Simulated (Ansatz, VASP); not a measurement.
**One calculation of BaO, two programs**

```
Ba O
1.0
     0.00000    2.77723    2.77723
     2.77723    0.00000    2.77723
     2.77723    2.77723    0.00000
Ba O
1 1
Direct
  0.00000 0.00000 0.00000
  0.50000 0.50000 0.50000
```

Change from the starting cell: volume scaled by 1.03.

Alike in both runs: task single point; functional PBE; k mesh 8 × 8 × 8; occupations fermi-dirac, width 0.02 eV; no spin polarisation.

|  | VASP | Ansatz |
| --- | --- | --- |
| version | VASP 6.6.1 | Ansatz 0.2.0 |
| potentials or method | VASP PAW PBE potentials, release 64 (Ba_sv, O), cutoff 600 eV | all-electron LAPW, scalar-relativistic |

Ansatz gave:

- gap on the k mesh at the Fermi level (eV): 2.07
- pressure (GPa): 0.7

Problem. Estimate VASP's values.

Solution. gap on the k mesh at the Fermi level (eV): 2.00; pressure (GPa): 2.3.

Ansatz ran all-electron here, and VASP with PAW potentials.

Spin-orbit coupling is off throughout.
